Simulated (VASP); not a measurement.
# Mg7ZnO8 (P1) in VASP: a series of runs, part 3 of 3

VASP 6.6.1.

## 4. Single point, r2SCAN

POSCAR reads:

```
Mg7ZnO8
1.0
    8.4414430000      0.0000000000      0.0000000000
    0.0000000000      8.4414430000      0.0000000000
    0.0000000000      0.0000000000      8.4414430000
O Zn Mg
32 4 28
Direct
    0.2530950000      0.0008960000      0.0001670000
    0.2505680000      0.0033480000      0.4996850000
    0.2505380000      0.5002280000      0.0001390000
    0.2503510000      0.4976630000      0.4994190000
    0.7473890000      0.0007700000      0.0001050000
    0.7499850000      0.0007390000      0.4995470000
    0.7499810000      0.5002500000      0.0026530000
    0.7499260000      0.5001770000      0.4970520000
    0.0000340000      0.2533230000      0.9995680000
    0.9999470000      0.2507460000      0.5001360000
    0.9998240000      0.7477110000      0.9995280000
    0.9973870000      0.7501190000      0.5000200000
    0.5004560000      0.2508120000      0.9970200000
    0.5006170000      0.2508280000      0.5026970000
    0.5005090000      0.7502100000      0.9996310000
    0.5030330000      0.7504120000      0.5002650000
    0.0005040000      0.0002370000      0.2526910000
    0.0004720000      0.0001810000      0.7469970000
    0.0005030000      0.5008170000      0.2501210000
    0.0030760000      0.5008400000      0.7495800000
    0.4999100000      0.9976960000      0.2501490000
    0.4999470000      0.0002360000      0.7495580000
    0.5000120000      0.5034380000      0.2502010000
    0.4973660000      0.5007440000      0.7495610000
    0.2474020000      0.2501690000      0.2494840000
    0.2499330000      0.2502320000      0.7501050000
    0.2498140000      0.7506880000      0.2469950000
    0.2500610000      0.7508660000      0.7527320000
    0.7530560000      0.2502400000      0.2496620000
    0.7504980000      0.2476450000      0.7500490000
    0.7504700000      0.7508260000      0.2496000000
    0.7505270000      0.7533120000      0.7502600000
    0.0001930000      0.0004450000      0.9998620000
    0.2501890000      0.7504820000      0.4998950000
    0.7502780000      0.5005000000      0.7498510000
    0.5002360000      0.2505070000      0.2498140000
    0.0004380000      0.0003100000      0.4998320000
    0.0000670000      0.5005880000      0.9996710000
    0.0001780000      0.5005920000      0.4999130000
    0.5002240000      0.0006130000      0.9999100000
    0.5000960000      0.0005430000      0.4998590000
    0.5003710000      0.5004230000      0.9998430000
    0.5002420000      0.5005210000      0.4999120000
    0.2502340000      0.2503800000      0.9999370000
    0.2503280000      0.2505320000      0.4997160000
    0.2500800000      0.7507060000      0.9998380000
    0.7502610000      0.2504460000      0.9998860000
    0.7501270000      0.2506050000      0.4998230000
    0.7502650000      0.7505790000      0.9998130000
    0.7501990000      0.7503970000      0.4999290000
    0.2502630000      0.0005610000      0.2498320000
    0.2501310000      0.0004590000      0.7498850000
    0.2503070000      0.5004640000      0.2498840000
    0.2502120000      0.5006350000      0.7497620000
    0.7502090000      0.0005960000      0.2497970000
    0.7503810000      0.0004780000      0.7499250000
    0.7500110000      0.5003910000      0.2498340000
    0.0002070000      0.2503790000      0.2496390000
    0.0000330000      0.2504460000      0.7499900000
    0.0003400000      0.7505950000      0.2498320000
    0.0001360000      0.7504950000      0.7499000000
    0.5004200000      0.2507000000      0.7498650000
    0.4999940000      0.7505510000      0.2499900000
    0.5002800000      0.7504090000      0.7497550000
```

INCAR.step1 reads:

```
SYSTEM = Mg7ZnO8
PREC = Accurate ; ENCUT = 770
ISMEAR = -1 ; SIGMA = 0.05
LREAL = Auto ; LASPH = .TRUE.
NELM = 120 ; NBANDS = 186
ISYM = -1 ; GGA = PE
ALGO = Normal ; EDIFF = 1E-5
LWAVE = .TRUE. ; LCHARG = .FALSE.
GGA_COMPAT = .FALSE.
```

INCAR.step2 reads:

```
SYSTEM = Mg7ZnO8
PREC = Accurate ; ENCUT = 770
EDIFF = 1E-6 ; ISMEAR = -1
SIGMA = 0.05 ; LREAL = Auto
LASPH = .TRUE. ; NELM = 120
ALGO = Normal ; ISIF = 2
LWAVE = .FALSE. ; LCHARG = .FALSE.
METAGGA = R2SCAN ; LMIXTAU = .TRUE.
NBANDS = 186 ; ISYM = -1
ISTART = 1 ; GGA_COMPAT = .FALSE.
```

KPOINTS reads:

```
explicit points
1
Reciprocal
  0.25000000   0.25000000   0.25000000 1
```

Potentials or basis: VASP PAW PBE potentials, release 64 (O, Zn, Mg).

Started as:

```console
$ cat potpaw_PBE.64/O/POTCAR potpaw_PBE.64/Zn/POTCAR potpaw_PBE.64/Mg/POTCAR > POTCAR
$ cp INCAR.step1 INCAR
$ mpirun -np 1 vasp_std > vasp.out
$ cp INCAR.step2 INCAR
$ mpirun -np 1 vasp_std > vasp.out
```

OUTCAR:

```text
SYSTEM = Mg7ZnO8
   PREC = Accurate
   ENCUT = 770
   EDIFF = 1E-6
   ISMEAR = -1
   LREAL = Auto
   LASPH = .TRUE.
   NELM = 120
   ISIF = 2
   METAGGA = R2SCAN
   ISYM = -1
   ISTART = 1

 ion  position               nearest neighbor table
   1  0.253  0.001  0.000-  40 2.09  44 2.11  51 2.11  46 2.11  52 2.11  33 2.13
   2  0.251  0.003  0.500-  45 2.09  41 2.11  51 2.11  37 2.11  52 2.11  34 2.13
   3  0.251  0.500  0.000-  53 2.11  42 2.11  44 2.11  54 2.11  38 2.11  46 2.11
   4  0.250  0.498  0.499-  45 2.09  53 2.11  43 2.11  39 2.11  54 2.11  34 2.13
   5  0.747  0.001  0.000-  40 2.09  47 2.11  55 2.11  56 2.11  49 2.11  33 2.13
   6  0.750  0.001  0.500-  55 2.11  48 2.11  41 2.11  50 2.11  56 2.11  37 2.11
[... 76 lines left out ...]
  58  0.000  0.250  0.250-  29 2.09  25 2.09   9 2.11  17 2.11  19 2.11  10 2.11  47 2.98  33 2.98
                            44 2.98  55 2.98  51 2.98  38 2.99  53 2.99  45 2.99  57 2.99  37 2.99
  59  0.000  0.250  0.750-  30 2.11   9 2.11  10 2.11  26 2.11  18 2.11  20 2.11  56 2.98  47 2.98
                            35 2.98  38 2.98  33 2.98  48 2.98  52 2.99  44 2.99  39 2.99  37 2.99
  60  0.000  0.751  0.250-  27 2.11  17 2.11  19 2.11  31 2.11  12 2.11  11 2.11  37 2.98  46 2.98
                            33 2.98  51 2.98  34 2.98  39 2.99  49 2.99  53 2.99  55 2.99  38 2.99
  61  0.000  0.750  0.750-  32 2.11  11 2.11  20 2.11  18 2.11  12 2.11  28 2.11  38 2.98  56 2.98
                            49 2.98  35 2.98  46 2.98  37 2.98  39 2.98  50 2.98  33 2.98  54 2.98
  62  0.500  0.251  0.750-  13 2.09  14 2.09  24 2.11  30 2.11  22 2.11  26 2.11  35 2.98  42 2.98
                            48 2.98  43 2.98  47 2.98  40 2.99  54 2.99  41 2.99  56 2.99  45 2.99
  63  0.500  0.751  0.250-  23 2.09  21 2.09  27 2.11  16 2.11  15 2.11  31 2.11  34 2.98  51 2.98
                            53 2.98  41 2.98  43 2.98  46 2.98  40 2.99  50 2.99  57 2.99  55 2.99
  64  0.500  0.750  0.750-  16 2.11  24 2.11  22 2.11  15 2.11  28 2.11  32 2.11  43 2.98  50 2.98
                            54 2.98  35 2.98  34 2.98  41 2.98  49 2.98  42 2.98  56 2.99  52 2.99

IMPORTANT INFORMATION: All symmetrisations will be switched off!
NOSYMM: (Re-)initialisation of all symmetry stuff for point group C_1.

----------------------------------------------------------------------------------------

                                     Primitive cell

  volume of cell :     601.5200

[... 203 lines left out ...]
  volume of cell :      601.52
 maximum number of plane-waves:     29164
 NGX is ok and might be reduce to    80
   NGX = 39   NGY = 39   NGZ = 39

 number of electron     295.9999979 magnetization

 Free energy of the ion-electron system (eV)
  ---------------------------------------------------
  ext. energy  EPLUGINS =         0.00000000
  ---------------------------------------------------
  free energy    TOTEN  =      -524.67326382 eV

  energy without entropy =     -524.67326382  energy(sigma->0) =     -524.67326382

 E-fermi :   4.0090     XC(G=0): -11.7858

 val. band max:        2.7134554553   @ k =   0.2500   0.2500   0.2500
 cond. band min:       8.4593288307   @ k =   0.2500   0.2500   0.2500
 fundamental gap:      5.7458733754
 Fermi energy:         4.0089979049

 k-point     1 :       0.2500    0.2500    0.2500
  band No.  band energies     occupation
      1     -15.4935      2.00000
      2     -15.1493      2.00000
      3     -15.1194      2.00000
      4     -15.0855      2.00000
      5     -14.8472      2.00000
      6     -14.8183      2.00000
[... 152 lines left out ...]
    159      11.8079      0.00000
    160      11.8400      0.00000
 [bands above 160 left out]

------------------------ aborting loop because EDIFF is reached ----------------------------------------

  FORCE on cell =-STRESS in cart. coord.  units (eV):
  Direction    XX          YY          ZZ          XY          YZ          ZX
  --------------------------------------------------------------------------------------
  -------------------------------------------------------------------------------------
  Total       -7.1727442     -7.2079035     -7.1795787     -0.5562061     -0.5706300     -0.5533883
  in kB      -19.1049475    -19.1985960    -19.1231514     -1.4814815     -1.5199004     -1.4739763
  external PRESSURE =     -19.1422317 kB  Pullay stress =       0.0000000 kB

 VOLUME and BASIS-vectors are now :
 -----------------------------------------------------------------------------
  energy-cutoff  :      770.00
  volume of cell :      601.52
      direct lattice vectors                 reciprocal lattice vectors
     8.441443000  0.000000000  0.000000000     0.118463158  0.000000000  0.000000000
     0.000000000  8.441443000  0.000000000     0.000000000  0.118463158  0.000000000
     0.000000000  0.000000000  8.441443000     0.000000000  0.000000000  0.118463158

 POSITION                                       TOTAL-FORCE (eV/Angst)
 -----------------------------------------------------------------------------------
      2.13649      0.00756      0.00141         0.071008      0.003512     -0.000195
      2.11516      0.02826      4.21806         0.008491      0.079725      0.000696
      2.11490      4.22265      0.00117         0.014172     -0.003305      0.004350
      2.11332      4.20099      4.21582         0.008848     -0.066612      0.001936
      6.30904      0.00650      0.00089        -0.074833      0.000384      0.006746
      6.33096      0.00624      4.21690        -0.006510      0.009424     -0.004094
[... 56 lines left out ...]
      4.22067      6.33573      2.11028         0.018622     -0.006222     -0.011238
      4.22309      6.33453      6.32901        -0.006352      0.012292      0.015131
 -----------------------------------------------------------------------------------
    total drift:                               -0.065774     -0.096139      0.054620

  FREE ENERGIE OF THE ION-ELECTRON SYSTEM (eV)
  ---------------------------------------------------
  free  energy   TOTEN  =      -524.6732638225 eV

  energy  without entropy=     -524.6732638225  energy(sigma->0) =     -524.67326382
```

OUTCAR.step1:

```text
SYSTEM = Mg7ZnO8
   PREC = Accurate
   ENCUT = 770
   ISMEAR = -1
   LREAL = Auto
   LASPH = .TRUE.
   NELM = 120
[... 526 lines left out ...]
      6.33096      0.00624      4.21690        -0.003833      0.007116     -0.002305
[... 56 lines left out ...]
      4.22067      6.33573      2.11028         0.010381     -0.001957     -0.003157
      4.22309      6.33453      6.32901        -0.005415      0.005747      0.006658
 -----------------------------------------------------------------------------------
    total drift:                               -0.040883     -0.034394      0.035617

  FREE ENERGIE OF THE ION-ELECTRON SYSTEM (eV)
  ---------------------------------------------------
  free  energy   TOTEN  =      -368.2142049797 eV

  energy  without entropy=     -368.2142049797  energy(sigma->0) =     -368.21420498
```

OSZICAR.step1:

```text
N       E                     dE             d eps       ncg     rms          rms(c)
DAV:   1     0.387579423104E+04    0.38758E+04   -0.16623E+05   372   0.219E+03
DAV:   2     0.203858507647E+03   -0.36719E+04   -0.34680E+04   412   0.522E+02
DAV:   3    -0.386661017386E+03   -0.59052E+03   -0.58052E+03   414   0.213E+02
DAV:   4    -0.418793524917E+03   -0.32133E+02   -0.31876E+02   448   0.553E+01
DAV:   5    -0.419448429598E+03   -0.65490E+00   -0.65287E+00   448   0.832E+00    0.423E+01
DAV:   6    -0.366616836155E+03    0.52832E+02   -0.21981E+02   528   0.601E+01    0.171E+01
DAV:   7    -0.368564268337E+03   -0.19474E+01   -0.28510E+01   416   0.117E+01    0.130E+01
DAV:   8    -0.368966114372E+03   -0.40185E+00   -0.93398E+00   560   0.222E+01    0.646E+00
DAV:   9    -0.368228369811E+03    0.73774E+00   -0.23913E+00   608   0.165E+01    0.224E+00
DAV:  10    -0.368207596252E+03    0.20774E-01   -0.10460E+00   544   0.333E+00    0.627E-01
DAV:  11    -0.368216322834E+03   -0.87266E-02   -0.74480E-02   544   0.128E+00    0.513E-01
DAV:  12    -0.368216806473E+03   -0.48364E-03   -0.24448E-02   600   0.655E-01    0.452E-01
DAV:  13    -0.368214342199E+03    0.24643E-02   -0.31962E-02   552   0.736E-01    0.134E-01
DAV:  14    -0.368214259569E+03    0.82630E-04   -0.25618E-03   504   0.200E-01    0.721E-02
DAV:  15    -0.368214208927E+03    0.50642E-04   -0.53660E-04   440   0.632E-02    0.210E-02
DAV:  16    -0.368214204980E+03    0.39472E-05   -0.45281E-05   408   0.589E-02
   1 F= -.36821420E+03 E0= -.36821420E+03  d E =-.228430E-10
```

Run time: 14 min. Hardware: 1 thread of Intel Xeon 6975P-C (Granite Rapids), shared host; peak memory 1.2 GiB.

Results:

```yaml
Free_energy: -524.6733 eV
Pressure: -1.9 GPa
Largest_force: 0.082 eV/Å
Band_gap_on_the_k_mesh: 5.75 eV
```

Forces in eV/Å, atoms in the order of the input:
```
O    0.071  0.004  0.000
O    0.008  0.080  0.001
O    0.014 -0.003  0.004
O    0.009 -0.067  0.002
O   -0.075  0.000  0.007
O   -0.007  0.009 -0.004
O   -0.008  0.000  0.076
O   -0.003 -0.007 -0.073
O   -0.007  0.080 -0.006
O   -0.007  0.014  0.005
O   -0.004 -0.068  0.001
O   -0.077 -0.004  0.006
O    0.002  0.005 -0.074
O    0.005  0.004  0.070
O    0.011 -0.006 -0.013
O    0.077 -0.011  0.003
O    0.003 -0.005  0.072
O    0.008 -0.007 -0.072
O   -0.007 -0.003 -0.001
O    0.074  0.000  0.001
O   -0.003 -0.068  0.002
O   -0.005 -0.005 -0.007
O   -0.009  0.076  0.001
O   -0.069  0.012 -0.001
O   -0.073  0.000 -0.003
O   -0.009 -0.008  0.006
O    0.000  0.004 -0.076
O   -0.004  0.011  0.074
O    0.076 -0.006 -0.007
O    0.004 -0.068  0.006
O    0.001  0.001 -0.003
O    0.001  0.082 -0.002
Zn   0.008  0.014 -0.003
Zn   0.006  0.011 -0.004
Zn   0.004  0.012 -0.004
Zn   0.004  0.012  0.000
Mg  -0.022  0.018  0.001
Mg   0.017 -0.011  0.021
Mg   0.003 -0.017 -0.015
Mg  -0.003 -0.013 -0.009
Mg   0.014 -0.003  0.009
Mg  -0.020  0.011  0.001
Mg  -0.003 -0.004 -0.005
Mg  -0.001  0.014 -0.013
Mg  -0.015 -0.006  0.016
Mg   0.016 -0.023  0.002
Mg  -0.004  0.002 -0.002
Mg   0.014 -0.018  0.002
Mg  -0.011 -0.008  0.012
Mg   0.000  0.011 -0.012
Mg  -0.004 -0.005  0.002
Mg   0.013  0.008 -0.003
Mg  -0.016  0.001 -0.009
Mg  -0.002 -0.018  0.012
Mg  -0.001 -0.017  0.015
Mg  -0.017 -0.004 -0.014
Mg   0.021  0.012  0.005
Mg   0.001  0.013  0.023
Mg   0.023  0.002 -0.020
Mg  -0.017 -0.019  0.003
Mg   0.005 -0.002 -0.005
Mg  -0.021 -0.021 -0.002
Mg   0.019 -0.006 -0.011
Mg  -0.006  0.012  0.015
```

Levels at points of the mesh, in eV from the valence-band top:
```csv
k point,band 146,band 147,band 148,band 149,band 150,band 151
"(0.25, 0.25, 0.25)",-0.06,-0.02,0.00,5.75,6.89,7.09
```

Caveat: the PAW data sets were made with another functional, which shifts forces and pressure a little; a shifted mesh leaves out Γ, where band edges can lie.

## 5. Summary

```tsv
task	level	cell	cutoff (eV)	gap on the mesh (eV)	pressure (GPa)	largest force (eV/Å)
single point	PBEsol	a = 8.441 Å, 64 atoms, atomic positions A	700	4.89	-0.6	0.05
relaxation of volume and atoms at fixed shape	PBEsol	relaxed from a = 8.441 Å, 64 atoms, atomic positions B	700	4.92	0.0	0.01
single point	r2SCAN	a = 8.441 Å, 64 atoms, atomic positions A	770	5.75	-1.9	0.08
```

Alike in all rows: potentials or basis VASP PAW PBE potentials, release 64 (O, Zn, Mg); no spin polarisation; k mesh 1 × 1 × 1, shifted; smearing fermi-dirac 0.05 eV.

Caveats: the PAW data sets were made with another functional, which shifts forces and pressure a little; a shifted mesh leaves out Γ, where band edges can lie.

Absolute energies hang on the potentials; compare differences alone.
